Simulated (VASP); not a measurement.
SbS5:

```xyz
6
Lattice="5.9587 0.0000 0.0000 -2.9794 5.1604 0.0000 0.0000 0.0000 4.8137" Properties=species:S:1:pos:R:3 pbc="T T T"
Sb    0.0000    0.0000    0.0000
S     0.0000    3.4403    0.0000
S     2.9794    1.7201    0.0000
S     2.9794    0.0000    2.4069
S     1.4897    2.5802    2.4069
S    -1.4897    2.5802    2.4069
```

The cell was built from a structure type or drawn by symmetry, and may not be a known phase.

- Program: VASP 6.6.1
- Task: relaxation of cell and atoms
- Functional: PBE
- Potentials or basis: VASP PAW PBE potentials, release 64 (Sb, S)
- Cutoff: 600 eV
- k mesh: 3 × 3 × 4
- Occupations: gaussian, width 0.1 eV
- Spin: no spin polarisation

At the start: pressure -10.6 GPa; volume 24.67 Å³/atom.

How do energy, volume and symmetry change on relaxing?

Over 19 steps the energy falls by 448.7 meV/atom and the volume is 20.03 Å³/atom (-18.8 %); space group P6/mmm (No. 191, to 0.1 Å) before and after.

The path:
```tsv
step	energy change (eV)	largest force (eV/Å)	pressure (GPa)	volume (Å³)
1	0.0000	0.0000	-10.57	148.02
2	-1.5778	0.0000	-2.86	115.82
3	-1.6322	0.0000	-0.12	110.75
4	-1.6326	0.0000	0.29	110.08
5	-1.6789	0.0000	0.55	109.92
6	-1.8599	0.0000	1.35	109.23
7	-1.8610	0.0000	5.81	106.82
8	-1.8761	0.0000	5.65	107.10
9	-1.9426	0.0000	5.28	107.91
10	-2.1105	0.0000	5.15	109.47
11	-2.4551	0.0000	3.86	112.33
12	-2.4929	0.0000	3.42	116.88
13	-2.6296	0.0000	3.36	115.34
14	-2.6358	0.0000	3.36	115.04
15	-2.6632	0.0000	2.34	116.24
16	-2.6727	0.0000	1.19	117.67
17	-2.6728	0.0000	1.31	117.52
18	-2.6809	0.0000	1.00	118.18
19	-2.6925	0.0000	0.13	120.15
```

Final structure:
```yaml
crystal:
  lattice:
    - [6.49131, 0.00000, 0.00000]
    - [-3.24566, 5.62164, 0.00000]
    - [0.00000, 0.00000, 3.29265]
  atoms:
    - { symbol: Sb, position: [0.00000, 0.00000, 0.00000] }
    - { symbol: S, position: [0.33333, 0.66667, 0.00000] }
    - { symbol: S, position: [0.66667, 0.33333, 0.00000] }
    - { symbol: S, position: [0.50000, 0.00000, 0.50000] }
    - { symbol: S, position: [0.50000, 0.50000, 0.50000] }
    - { symbol: S, position: [0.00000, 0.50000, 0.50000] }
```

Caveat: the k points lie up to 0.48 Å⁻¹ apart in the final cell, too coarse for converged energies and pressures of a metal; the volume moved by over 15 % at a fixed basis, so the end points are rough.
